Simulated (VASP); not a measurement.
A run of VASP 6.6.1 is set up as follows.

INCAR

```
SYSTEM = Rh6N
PREC     = Accurate       ! precision mode
ENCUT    = 520            ! plane-wave cutoff, eV
EDIFF    = 1E-6           ! SCF threshold, eV
ISMEAR   = 0              ! smearing method
SIGMA    = 0.1            ! smearing width, eV
LREAL    = .FALSE.        ! projectors in reciprocal space
LASPH    = .TRUE.         ! aspherical terms in the spheres
NELM     = 60             ! most SCF steps
ALGO     = Normal         ! electronic algorithm
ISIF     = 2              ! what is computed and relaxed
LWAVE    = .FALSE.        ! write WAVECAR
LCHARG   = .FALSE.        ! write CHGCAR
LDIPOL   = .TRUE.       
IDIPOL   = 3            
DIPOL    = 0.5 0.5 0.462
GGA      = PE             ! functional
IVDW     = 12             ! dispersion correction
NBANDS   = 108            ! bands
```

The input KPOINTS:

```
Automatic mesh
0
G
  4 4 1
  0 0 0
```

File POSCAR:

```
Rh6N
1.0
    5.3647950069      0.0000000000      0.0000000000
   -2.6823975034      4.6460487621      0.0000000000
    0.0000000000      0.0000000000     23.4803367805
Rh N
12 2
Direct
    0.3333333333      0.1666666667      0.3407106156
    0.3333333333      0.6666666667      0.3407106156
    0.8333333333      0.1666666667      0.3407106156
    0.8333333333      0.6666666667      0.3407106156
    0.6652592664      0.3305185327      0.4329343812
    0.6652592664      0.8347407336      0.4329343812
    0.1666666667      0.3333333333      0.4316018852
    0.1694814673      0.8347407336      0.4329343812
    0.0006075487      0.4993924513      0.5230060039
    0.0006075487      0.0012150975      0.5230060039
    0.4987849025      0.4993924513      0.5230060039
    0.5000000000      0.0000000000      0.5311510954
    0.5000000000      0.0000000000      0.6132788091
    0.5000000000      0.0000000000      0.6609064893
```

Potentials or basis: VASP PAW PBE potentials, release 64 (Rh_pv, N).

Launch:

```bash
$ cat potpaw_PBE.64/Rh_pv/POTCAR potpaw_PBE.64/N/POTCAR > POTCAR
$ mpirun -np 1 vasp_std > vasp.out
```

Question: Predict the band gap on the k mesh.

Answer: Zero (bands 95 and 96 overlap by 0.85 eV).

Question: Predict the largest force.

Answer: 1.367 eV/Å.

Question: What does it give for the dispersion energy per atom?

Answer: -0.391 eV.

Forces in eV/Å, atoms in the order of the input:
```
Rh   0.162 -0.093  0.046
Rh   0.000  0.187  0.046
Rh  -0.162 -0.093  0.046
Rh   0.000  0.000 -0.154
Rh   0.000  0.000  0.000
Rh   0.000  0.000  0.000
Rh   0.000  0.000  0.001
Rh   0.000  0.000  0.000
Rh   0.001 -0.001  0.005
Rh   0.000  0.001  0.005
Rh  -0.001 -0.001  0.005
Rh   0.000  0.000  0.046
N    0.000  0.000 -1.367
N    0.000  0.000  1.320
```

Caveat: the standard files for N, O and F lose accuracy on very short bonds.
